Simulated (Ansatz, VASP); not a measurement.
**One calculation of WC, two programs**

```
W C
1.0
     2.90050    0.00000    0.00000
    -1.45025    2.51191    0.00000
     0.00000    0.00000    2.82900
W C
1 1
Cartesian
  0.0000 0.0000 0.0000
  1.5164 0.8755 1.4790
```

Change from the starting cell: all C atoms moved -0.100 Å, as atom 2 towards its neighbour atom 1 (W) at 2.192 Å.

Alike in both runs: task single point; functional PBE; k mesh 18 × 18 × 16; occupations gaussian, width 0.15 eV; no spin polarisation.

|  | VASP | Ansatz |
| --- | --- | --- |
| version | VASP 6.6.1 | Ansatz 0.2.0 |
| potentials or method | VASP PAW PBE potentials, release 64 (W_sv, C), cutoff 520 eV | scalar-relativistic, plane waves, PAW |
| valence electrons in the cell | 18 | 18 |

VASP gave:

| Quantity | Value |
| --- | --- |
| gap on the k mesh at the Fermi level (eV) | none |
| pressure (GPa) | 11.5 |
| traceless stress, the component that is largest in VASP (GPa) | -3.16 |
| rms of the force components (eV/Å) | 0.882 |

**Question.** What did Ansatz give for the same quantities?

**Answer.** gap on the k mesh at the Fermi level (eV): none; pressure (GPa): 10.3; traceless stress, the component that is largest in VASP (GPa): -3.10; rms of the force components (eV/Å): 0.877.

Atom by atom the forces differ by 0.005 eV/Å (rms over components). A gap of «none» marks a metal or a gap that the smearing closes. With one functional, cell and mesh, what is left measures potentials, basis and numerics.

Spin-orbit coupling is off throughout.
